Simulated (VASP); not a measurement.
# CsPtS: single point with PBE

The system is CsPtS.

```
Cs Pt S
1.0
     3.57057    0.00000    0.00000
     0.00000    3.57057    0.00000
     0.00000    0.00000    6.38607
Cs Pt S
1 1 1
Direct
  0.00000 0.00000 0.00000
  0.00000 0.00000 0.50000
  0.50000 0.50000 0.50000
```

The cell was built from a structure type or drawn by symmetry, and may not be a known phase.

```json
{"Program": "VASP 6.6.1", "Task": "single point", "Functional": "PBE", "Potentials or basis": "VASP PAW PBE potentials, release 64 (Cs_sv, Pt, S)", "Cutoff": "520 eV", "k mesh": "4 × 4 × 4", "Occupations": "gaussian, width 0.1 eV", "Spin": "no spin polarisation", "Dipole correction": "no", "Further INCAR settings": "ALGO = Normal; EDIFF = 1e-07; NBANDS = 20"}
```

The pressure is -0.1 GPa and the band gap on the k mesh is zero (an odd number of electrons rules out a gap without spin polarisation).

Stress tensor (GPa, compression positive):
```
-0.47  0.00  0.00
 0.00 -0.47  0.00
 0.00  0.00  0.71
```

Levels at points of the mesh, in eV from the Fermi level:
```tsv
k point	band 9	band 10	band 11	band 12	band 13	band 14	band 15	band 16
(0.00, 0.00, 0.00)	-3.11	-2.82	-2.82	-2.44	-2.44	0.03	0.33	1.32
(0.50, 0.00, 0.00)	-2.84	-2.29	-2.01	-0.47	1.97	2.67	2.84	3.50
(0.50, 0.50, 0.00)	-3.26	-2.75	-2.68	-1.87	-1.31	-1.07	-0.40	3.09
(0.00, 0.00, 0.50)	-2.85	-2.85	-2.36	-2.36	-2.00	0.60	0.90	1.27
(0.50, 0.00, 0.50)	-2.22	-2.14	-1.58	-0.48	1.04	1.10	2.21	2.69
(0.50, 0.50, 0.50)	-3.05	-3.05	-2.12	-1.87	-1.27	-0.24	0.33	2.88
```

It took 11 s on 1 thread of Intel(R) Xeon(R) 6975P-C (Granite Rapids) (shared host), peak memory 0.2 GiB.

Caveat: the k points lie up to 0.44 Å⁻¹ apart, too coarse for converged energies and pressures of a metal; spin-orbit coupling is left out, which moves the levels of the heavy elements.
